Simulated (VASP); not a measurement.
# Tl in VASP: further runs

The runs below take Tl through single point, with PBEsol.

Program: VASP 6.6.1. These are calculated values, not measurements. Logs are shortened: lines on timing, memory, paths and dates and some standing lists are left out, and cuts for length are marked.

### 1 The cell of the first run

The cell holds a slab with vacuum, 2 atoms: a = 3.362 Å, b = 3.362 Å, c = 6.929 Å, α = 108.87°, β = 108.87°, γ = 109.47°.

### 2 Single point, PBEsol

File INCAR:

```
SYSTEM = Tl
  ALGO = Normal
  EDIFF = 1E-6
  ENCUT = 520
  GGA = PS
  ISIF = 2
  ISMEAR = -1
  LASPH = .True.
  LCHARG = .False.
  LREAL = .False.
  LWAVE = .False.
  NBANDS = 20
  NELM = 60
  PREC = Accurate
  SIGMA = 0.1
```

File KPOINTS:

```
k-points
0
Gamma
  6 6 6
  0 0 0
```

File POSCAR:

```
Tl
1.0
   -1.9410000000      1.9410000000      1.9410000000
    1.9410000000     -1.9410000000      1.9410000000
    4.0587766953      4.0587766953     -3.8820000000
Tl
2
Direct
    0.0000000000      0.0000000000      0.0000000000
   -0.0217770906     -0.0217770906      0.4782229094
```

Potentials or basis: VASP PAW PBE potentials, release 64 (Tl_d).

The run is started by

```sh
$ cat potpaw_PBE.64/Tl_d/POTCAR > POTCAR
$ mpirun -np 1 vasp_std > vasp.out
```

OUTCAR:

```text
SYSTEM = Tl
   EDIFF = 1E-6
   ENCUT = 520
   GGA = PS
   ISIF = 2
   ISMEAR = -1
   LASPH = .True.
   LREAL = .False.
   NELM = 60
   PREC = Accurate

 ion  position               nearest neighbor table
   1  0.000  0.000  0.000-   2 3.36   2 3.36   2 3.57   2 3.57   2 3.88   2 3.88   2 4.06   2 4.06

   2  0.978  0.978  0.478-   1 3.36   1 3.36   1 3.57   1 3.57   1 3.88   1 3.88   1 4.06   1 4.06

  LATTYP: Found a base centered orthorhombic cell.
 ALAT       =     3.8820000000
 B/A-ratio  =     1.4142135624
 C/A-ratio  =     1.4786133563

  Lattice vectors:

 A1 = (  -1.9410000000,   1.9410000000,   1.9410000000)
 A2 = (   1.9410000000,  -1.9410000000,   1.9410000000)
 A3 = (   4.0587766953,   4.0587766953,   0.0000000000)

Analysis of symmetry for initial positions (statically):
=====================================================================
 Subroutine PRICEL returns:
 Original cell was already a primitive cell.

 Routine SETGRP: Setting up the symmetry group for a
 base centered orthorhombic supercell.

 Subroutine GETGRP returns: Found  8 space group operations
 (whereof  4 operations were pure point group operations)
 out of a pool of  8 trial point group operations.

The static configuration has the point symmetry C_2v.
 The point group associated with its full space group is D_2h.

Analysis of symmetry for dynamics (positions and initial velocities):
=====================================================================
 Subroutine PRICEL returns:
 Original cell was already a primitive cell.

 Routine SETGRP: Setting up the symmetry group for a
 base centered orthorhombic supercell.

 Subroutine GETGRP returns: Found  8 space group operations
 (whereof  4 operations were pure point group operations)
 out of a pool of  8 trial point group operations.

The dynamic configuration has the point symmetry C_2v.
 The point group associated with its full space group is D_2h.

 Subroutine INISYM returns: Found  8 space group operations
 (whereof  4 operations are pure point group operations),
 and found     1 'primitive' translations

----------------------------------------------------------------------------------------

                                     Primitive cell

  volume of cell :      61.1655

  direct lattice vectors                    reciprocal lattice vectors
    -1.941000000  1.941000000  1.941000000    -0.005609761  0.251989415  0.257599176
     1.941000000 -1.941000000  1.941000000     0.251989415 -0.005609761  0.257599176
     4.058776695  4.058776695 -3.882000000     0.123189827  0.123189827  0.000000000

  length of vectors
     3.361910617  3.361910617  6.929448789     0.360399043  0.360399043  0.174216724

  position of ions in fractional coordinates (direct lattice)
     0.000000000  0.000000000  0.000000000
     0.978222909  0.978222909  0.478222909

  ion indices of the primitive-cell ions
   primitive index   ion index
                 1           1
                 2           2

----------------------------------------------------------------------------------------

 KPOINTS: k-points

Automatic generation of k-mesh.
 Grid dimensions read from file:
 generate k-points for:    6    6    6

 Generating k-lattice:

  Cartesian coordinates                     Fractional coordinates (reciprocal lattice)
    -0.000934960  0.041998236  0.042933196     0.166666667  0.000000000  0.000000000
     0.041998236 -0.000934960  0.042933196     0.000000000  0.166666667  0.000000000
     0.020531638  0.020531638  0.000000000     0.000000000  0.000000000  0.166666667

  Length of vectors
     0.060066507  0.060066507  0.029036121

  Shift w.r.t. Gamma in fractional coordinates (k-lattice)
     0.000000000  0.000000000  0.000000000

 Subroutine IBZKPT returns following result:
 ===========================================

 Found     52 irreducible k-points:

 Following reciprocal coordinates:
            Coordinates               Weight
  0.000000  0.000000  0.000000      1.000000
  0.166667 -0.000000 -0.000000      8.000000
[... 52 lines left out ...]
     20      15.0165      0.00000

 k-point     5 :       0.1667    0.1667   -0.0000
  band No.  band energies     occupation
      1      -5.8897      2.00000
      2      -5.8727      2.00000
      3      -5.8425      2.00000
      4      -5.8126      2.00000
      5      -5.5324      2.00000
      6      -5.5173      2.00000
[... 12 lines left out ...]
     19      17.1161      0.00000
     20      17.2701      0.00000

 k-point     6 :       0.3333    0.1667   -0.0000
  band No.  band energies     occupation
      1      -5.9308      2.00000
      2      -5.9236      2.00000
      3      -5.8361      2.00000
      4      -5.8162      2.00000
      5      -5.5190      2.00000
      6      -5.4937      2.00000
[... 12 lines left out ...]
     19      16.2885      0.00000
     20      16.3097      0.00000

 k-point     7 :       0.5000    0.1667    0.0000
  band No.  band energies     occupation
      1      -5.9292      2.00000
      2      -5.8571      2.00000
      3      -5.8455      2.00000
      4      -5.8179      2.00000
      5      -5.6002      2.00000
      6      -5.5130      2.00000
[... 12 lines left out ...]
     19      16.1196      0.00000
     20      17.0944      0.00000
[... 277 lines left out ...]
 k-point    20 :       0.1667    0.1667    0.1667
  band No.  band energies     occupation
      1      -5.9088      2.00000
      2      -5.8670      2.00000
      3      -5.8646      2.00000
      4      -5.8299      2.00000
      5      -5.4980      2.00000
      6      -5.4930      2.00000
[... 12 lines left out ...]
     19      19.0875      0.00000
     20      19.1010      0.00000

 k-point    21 :       0.3333    0.1667    0.1667
  band No.  band energies     occupation
      1      -5.9191      2.00000
      2      -5.8789      2.00000
      3      -5.8262      2.00000
      4      -5.8053      2.00000
      5      -5.5559      2.00000
      6      -5.4884      2.00000
[... 12 lines left out ...]
     19      15.7054      0.00000
     20      17.1104      0.00000

 k-point    22 :       0.5000    0.1667    0.1667
  band No.  band energies     occupation
      1      -5.9086      2.00000
      2      -5.8366      2.00000
      3      -5.8282      2.00000
      4      -5.7760      2.00000
      5      -5.6515      2.00000
      6      -5.4966      2.00000
[... 12 lines left out ...]
     19      15.7757      0.00000
     20      17.9452      0.00000

 k-point    23 :      -0.3333    0.1667    0.1667
  band No.  band energies     occupation
      1      -5.8552      2.00000
      2      -5.8409      2.00000
      3      -5.7829      2.00000
      4      -5.7537      2.00000
      5      -5.7289      2.00000
      6      -5.5175      2.00000
[... 12 lines left out ...]
     19      15.6791      0.00000
     20      16.3372      0.00000

 k-point    24 :      -0.1667    0.1667    0.1667
  band No.  band energies     occupation
      1      -5.8369      2.00000
      2      -5.8152      2.00000
      3      -5.7840      2.00000
      4      -5.7825      2.00000
      5      -5.7059      2.00000
      6      -5.5897      2.00000
[... 12 lines left out ...]
     19      15.8328      0.00000
     20      16.4537      0.00000

 [... further k-points ...]
[... 5 lines left out ...]
  --------------------------------------------------------------------------------------
  -------------------------------------------------------------------------------------
  Total       -0.6940905     -0.6940905     -0.7550509     -0.4345992      0.0000000     -0.0000000
  in kB      -18.1811121    -18.1811121    -19.7779183    -11.3839573      0.0000000     -0.0000000
  external PRESSURE =     -18.7133809 kB  Pullay stress =       0.0000000 kB

 VOLUME and BASIS-vectors are now :
 -----------------------------------------------------------------------------
  energy-cutoff  :      520.00
  volume of cell :       61.17
      direct lattice vectors                 reciprocal lattice vectors
    -1.941000000  1.941000000  1.941000000    -0.005609761  0.251989415  0.257599176
     1.941000000 -1.941000000  1.941000000     0.251989415 -0.005609761  0.257599176
     4.058776695  4.058776695 -3.882000000     0.123189827  0.123189827  0.000000000

 POSITION                                       TOTAL-FORCE (eV/Angst)
 -----------------------------------------------------------------------------------
      0.00000      0.00000      0.00000        -0.099511     -0.099511     -0.000000
      1.94100      1.94100      1.94100         0.099511      0.099511      0.000000
 -----------------------------------------------------------------------------------
    total drift:                                0.000001      0.000001     -0.000005

  FREE ENERGIE OF THE ION-ELECTRON SYSTEM (eV)
  ---------------------------------------------------
  free  energy   TOTEN  =        -5.2169945844 eV

  energy  without entropy=       -5.1738897687  energy(sigma->0) =       -5.19544218
```

Wall time 94 s (1 thread of Intel Xeon 6975P-C, shared host); peak memory 0.22 GiB.

Results:

| Quantity | Value |
| --- | --- |
| Free energy | -5.2170 eV |
| Largest force | 0.141 eV/Å |
| Band gap on the k mesh | zero (band 13 reaches 8.66 eV, above the bottom of band 14 at 3.24 eV) |

Forces on the atoms (eV/Å):
```
Tl  -0.100 -0.100  0.000
Tl   0.100  0.100  0.000
```

Levels at points of the mesh, in eV from the Fermi level:
```tsv
k point	band 9	band 10	band 11	band 12	band 13	band 14	band 15	band 16	band 17	band 18
(0.00, 0.00, 0.00)	-11.04	-10.85	-9.56	-5.35	-2.54	6.11	7.39	9.55	10.22	10.38
(0.50, 0.00, 0.00)	-10.81	-10.81	-4.94	-4.94	-2.37	-2.37	5.45	5.45	7.02	7.02
(0.50, 0.50, 0.00)	-10.83	-10.78	-4.75	-2.35	-1.85	1.24	1.57	1.77	5.54	6.26
(0.00, 0.00, 0.50)	-11.05	-11.04	-8.53	-7.97	2.57	3.04	7.51	8.07	8.42	8.83
(0.50, 0.00, 0.50)	-10.93	-10.93	-5.48	-5.48	-0.30	-0.30	2.12	2.12	6.77	6.77
(0.50, 0.50, 0.50)	-10.81	-10.80	-4.03	-3.62	-1.16	-0.72	3.03	3.52	4.53	4.59
```

Caveat: the k points lie up to 0.38 Å⁻¹ apart; the PAW data sets were made with another functional, which shifts forces and pressure a little; spin-orbit coupling is left out, which moves the levels of the heavy elements.

### 3 Single point, PBEsol

This run uses another cell than the first one, of 31.91 Å³/atom, 1.044 times its volume.

File INCAR:

```
ALGO = Normal ; EDIFF = 1E-6
ENCUT = 520 ; GGA = PS
ISIF = 2 ; ISMEAR = -1
LASPH = True ; LCHARG = True
LELF = True ; LREAL = False
LVHAR = True ; LWAVE = False
NBANDS = 20 ; NELM = 60
PREC = Accurate ; SIGMA = 0.1
```

File KPOINTS:

```
k-points
0
Gamma
  6 6 6
```

File POSCAR:

```
Tl
1.0
   -1.9410000000      1.9410000000      1.9410000000
    1.9410000000     -1.9410000000      1.9410000000
    4.2355533906      4.2355533906     -3.8820000000
Tl
2
Direct
    0.0000000000      0.0000000000      0.0000000000
   -0.0417363870     -0.0417363870      0.4582636130
```

Potentials or basis: VASP PAW PBE potentials, release 64 (Tl_d).

The run is started by

```sh
$ cat potpaw_PBE.64/Tl_d/POTCAR > POTCAR
$ mpirun -np 1 vasp_std > vasp.out
```

It took 94 s on 1 thread of Intel Xeon 6975P-C, shared host; peak memory 0.22 GiB.

The run converged. Its results:

* Free energy: -5.1408 eV
* Largest force: 0.187 eV/Å
* Band gap on the k mesh: zero (band 13 reaches 7.58 eV, above the bottom of band 14 at 3.04 eV)

Forces in eV/Å, atoms in the order of the input:
```
Tl  -0.132 -0.132  0.000
Tl   0.132  0.132  0.000
```

Levels at points of the mesh, in eV from the Fermi level:
| k point | band 11 | band 12 | band 13 | band 14 | band 15 | band 16 |
| --- | --- | --- | --- | --- | --- | --- |
| (0.00, 0.00, 0.00) | -9.40 | -5.71 | -2.49 | 6.30 | 7.52 | 8.50 |
| (0.50, 0.00, 0.00) | -5.00 | -5.00 | -2.21 | -2.21 | 5.01 | 5.01 |
| (0.50, 0.50, 0.00) | -4.65 | -2.21 | -2.08 | 0.99 | 1.65 | 1.94 |
| (0.00, 0.00, 0.50) | -8.68 | -7.67 | 1.76 | 2.61 | 7.31 | 8.28 |
| (0.50, 0.00, 0.50) | -5.39 | -5.39 | -0.58 | -0.58 | 2.08 | 2.08 |
| (0.50, 0.50, 0.50) | -4.14 | -3.40 | -1.33 | -0.53 | 2.84 | 3.73 |

Caveat: the k points lie up to 0.37 Å⁻¹ apart; the PAW data sets were made with another functional, which shifts forces and pressure a little; spin-orbit coupling is left out, which moves the levels of the heavy elements.

### 4 Single point, PBEsol

This run uses another cell than the first one, of 34.58 Å³/atom, 1.131 times its volume.

File INCAR:

```
PREC = Accurate
ENCUT = 520
EDIFF = 1E-6
ISMEAR = -1
SIGMA = 0.1
LREAL = F
LASPH = T
NELM = 80
ALGO = Normal
ISIF = 2
LWAVE = F
LCHARG = F
GGA = PS
NBANDS = 20
```

File KPOINTS:

```
regular mesh
0
Gamma
  6 6 6
```

File POSCAR:

```
Tl
1.0
   -1.9410000000      1.9410000000      1.9410000000
    1.9410000000     -1.9410000000      1.9410000000
    4.5891067812      4.5891067812     -3.8820000000
Tl
2
Direct
    0.0000000000      0.0000000000      0.0000000000
   -0.0770418749     -0.0770418749      0.4229581251
```

The run is started by

```sh
$ cat potpaw_PBE.64/Tl_d/POTCAR > POTCAR
$ mpirun -np 1 vasp_std > vasp.out
```

It took 89 s on 1 thread of Intel Xeon 6975P-C, shared host; peak memory 0.23 GiB.

The run converged. Its results:

| Quantity | Value |
| --- | --- |
| Free energy | -4.9864 eV |
| Largest force | 0.125 eV/Å |
| Band gap on the k mesh | zero (band 13 reaches 6.27 eV, above the bottom of band 14 at 2.66 eV) |

Forces in eV/Å, atoms in the order of the input:
```
Tl  -0.088 -0.088  0.000
Tl   0.088  0.088  0.000
```

Levels at points of the mesh, in eV from the Fermi level:
```csv
k point,band 9,band 10,band 11,band 12,band 13,band 14,band 15,band 16,band 17,band 18
"(0.00, 0.00, 0.00)",-11.10,-10.99,-9.21,-6.18,-2.27,6.56,6.86,7.70,9.61,9.69
"(0.50, 0.00, 0.00)",-10.92,-10.92,-5.08,-5.08,-1.91,-1.91,4.34,4.34,6.93,6.93
"(0.50, 0.50, 0.00)",-10.88,-10.84,-4.52,-2.38,-2.00,0.65,1.90,2.16,4.93,5.77
"(0.00, 0.00, 0.50)",-11.10,-11.02,-8.87,-7.23,0.65,2.05,7.06,8.10,8.71,9.32
"(0.50, 0.00, 0.50)",-10.95,-10.95,-5.27,-5.27,-0.96,-0.96,2.17,2.17,6.87,6.87
"(0.50, 0.50, 0.50)",-10.87,-10.84,-4.27,-3.08,-1.54,-0.23,2.62,4.04,4.07,4.41
```

Caveat: the k points lie up to 0.37 Å⁻¹ apart; the PAW data sets were made with another functional, which shifts forces and pressure a little; spin-orbit coupling is left out, which moves the levels of the heavy elements.

### 5 Single point, PBEsol

This run uses another cell than the first one, of 39.91 Å³/atom, 1.305 times its volume.

File INCAR:

```
PREC = Accurate
ENCUT = 520
EDIFF = 1E-6
ISMEAR = -1
SIGMA = 0.1
LREAL = False
LASPH = True
NELM = 80
ALGO = Normal
ISIF = 2
LWAVE = False
LCHARG = False
GGA = PS
NBANDS = 20
```

File KPOINTS:

```
Automatic mesh
0
Gamma
  6 6 6
```

File POSCAR:

```
Tl
1.0
   -1.9410000000      1.9410000000      1.9410000000
    1.9410000000     -1.9410000000      1.9410000000
    5.2962135624      5.2962135624     -3.8820000000
Tl
2
Direct
    0.0000000000      0.0000000000      0.0000000000
   -0.1335117576     -0.1335117576      0.3664882424
```

The run is started by

```sh
$ cat potpaw_PBE.64/Tl_d/POTCAR > POTCAR
$ mpirun -np 1 vasp_std > vasp.out
```

Run time: 1.8 min. Hardware: 1 thread of Intel Xeon 6975P-C, shared host; peak memory 0.25 GiB.

It converged, with:

| Quantity | Value |
| --- | --- |
| Free energy | -4.8139 eV |
| Largest force | 0.081 eV/Å |
| Band gap on the k mesh | zero (band 13 reaches 5.05 eV, above the bottom of band 14 at 1.88 eV) |

Forces in eV/Å, atoms in the order of the input:
```
Tl   0.057  0.057  0.000
Tl  -0.057 -0.057  0.000
```

Levels at points of the mesh, in eV from the Fermi level:
| k point | band 11 | band 12 | band 13 | band 14 | band 15 | band 16 |
| --- | --- | --- | --- | --- | --- | --- |
| (0.00, 0.00, 0.00) | -9.11 | -6.61 | -1.82 | 4.78 | 6.20 | 6.72 |
| (0.50, 0.00, 0.00) | -5.19 | -5.19 | -1.61 | -1.61 | 3.57 | 3.57 |
| (0.50, 0.50, 0.00) | -4.46 | -2.68 | -1.86 | 0.31 | 2.31 | 2.35 |
| (0.00, 0.00, 0.50) | -9.04 | -6.88 | -0.53 | 1.59 | 6.83 | 7.92 |
| (0.50, 0.00, 0.50) | -5.23 | -5.23 | -1.34 | -1.34 | 2.48 | 2.48 |
| (0.50, 0.50, 0.50) | -4.41 | -2.85 | -1.75 | 0.05 | 2.41 | 3.30 |

Caveat: the PAW data sets were made with another functional, which shifts forces and pressure a little; spin-orbit coupling is left out, which moves the levels of the heavy elements.

### 6 Single point, PBEsol

This run uses another cell than the first one, of 45.23 Å³/atom, 1.479 times its volume.

File INCAR:

```
SYSTEM = Tl
ALGO = Normal ; EDIFF = 1E-6
ENCUT = 520 ; GGA = PS
ISIF = 2 ; ISMEAR = -1
LASPH = .True. ; LCHARG = .False.
LREAL = .False. ; LWAVE = .False.
NBANDS = 20 ; NELM = 100
PREC = Accurate ; SIGMA = 0.1
```

File KPOINTS:

```
k-points
0
Gamma
  6 6 6
  0 0 0
```

File POSCAR:

```
Tl
1.0
   -1.9410000000      1.9410000000      1.9410000000
    1.9410000000     -1.9410000000      1.9410000000
    6.0033203436      6.0033203436     -3.8820000000
Tl
2
Direct
    0.0000000000      0.0000000000      0.0000000000
   -0.1766789228     -0.1766789228      0.3233210772
```

Potentials or basis: VASP PAW PBE potentials, release 64 (Tl_d).

The run is started by

```sh
$ cat potpaw_PBE.64/Tl_d/POTCAR > POTCAR
$ mpirun -np 1 vasp_std > vasp.out
```

It took 2.2 min on 1 thread of Intel Xeon 6975P-C, shared host; peak memory 0.26 GiB.

The run converged. Its results:

```
Free energy            : -4.7710 eV
Largest force          : 0.173 eV/Å
Band gap on the k mesh : zero (band 13 reaches 4.12 eV, above the bottom of band 14 at 1.15 eV)
```

Forces in eV/Å, atoms in the order of the input:
```
Tl   0.123  0.123  0.000
Tl  -0.123 -0.123  0.000
```

Levels at points of the mesh, in eV from the Fermi level:
```csv
k point,band 10,band 11,band 12,band 13,band 14,band 15,band 16,band 17
"(0.00, 0.00, 0.00)",-11.10,-9.12,-6.76,-1.53,3.61,4.63,6.73,7.82
"(0.50, 0.00, 0.00)",-11.02,-5.24,-5.24,-1.55,-1.55,3.21,3.21,5.97
"(0.50, 0.50, 0.00)",-10.92,-4.47,-2.79,-1.85,0.18,2.32,2.58,4.47
"(0.00, 0.00, 0.50)",-11.10,-9.10,-6.82,-1.02,1.62,6.75,7.85,7.92
"(0.50, 0.00, 0.50)",-11.02,-5.25,-5.25,-1.47,-1.47,2.73,2.73,6.76
"(0.50, 0.50, 0.50)",-10.92,-4.47,-2.83,-1.82,0.11,2.34,2.93,4.41
```

Caveat: the PAW data sets were made with another functional, which shifts forces and pressure a little; spin-orbit coupling is left out, which moves the levels of the heavy elements.

### 7 The runs side by side

```csv
cell,gap on the mesh (eV),largest force (eV/Å)
"a = 3.362, b = 3.362, c = 6.929 Å, angles 108.9, 108.9, 109.5°, 2 atoms",none,0.14
"a = 3.362, b = 3.362, c = 7.138 Å, angles 108.3, 108.3, 109.5°, 2 atoms",none,0.19
"a = 3.362, b = 3.362, c = 7.562 Å, angles 107.2, 107.2, 109.5°, 2 atoms",none,0.13
"a = 3.362, b = 3.362, c = 8.436 Å, angles 105.4, 105.4, 109.5°, 2 atoms",none,0.08
"a = 3.362, b = 3.362, c = 9.335 Å, angles 103.9, 103.9, 109.5°, 2 atoms",none,0.17
```

Alike in all rows: task single point; level PBEsol; potentials or basis VASP PAW PBE potentials, release 64 (Tl_d); no spin polarisation; k mesh 6 × 6 × 6; cutoff (eV) 520; smearing fermi-dirac 0.1 eV.

Caveats: some runs use coarse meshes; the PAW data sets were made with another functional, which shifts forces and pressure a little; spin-orbit coupling is left out, which moves the levels of the heavy elements.

Total energies depend on the potentials used, so only differences within one code and one set of settings carry meaning.
